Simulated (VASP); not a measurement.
WSe2, 6 atoms in the cell. The cell holds a slab with vacuum, 6 atoms: a = 3.271 Å, b = 3.271 Å, c = 23.987 Å, α = 90.00°, β = 90.00°, γ = 120.00°. 

```yaml
Program: VASP 6.6.1
Task: single point
Functional: PBEsol
Potentials_or_basis: VASP PAW PBE potentials, release 64 (W_sv, Se)
Cutoff: 520 eV
k_mesh: 9 × 9 × 2
Occupations: gaussian, width 0.05 eV
Spin: no spin polarisation
Dipole_correction: no
Further_INCAR_settings: ALGO = Normal; EDIFF = 1e-07; NBANDS = 35
```

Potentials or basis: VASP PAW PBE potentials, release 64 (W_sv, Se).

Command:

```console
$ cat potpaw_PBE.64/W_sv/POTCAR potpaw_PBE.64/Se/POTCAR > POTCAR
$ mpirun -np 1 vasp_std > vasp.out
```

Hardware: 1 thread of Intel Xeon 8259CL (shared host).

Question: How long does it take, and how much memory?

Answer: Wall time 4.6 min on 1 thread of Intel Xeon 8259CL, on a shared host, peak memory 0.41 GiB. Counts: scf iterations 24, k points 24.
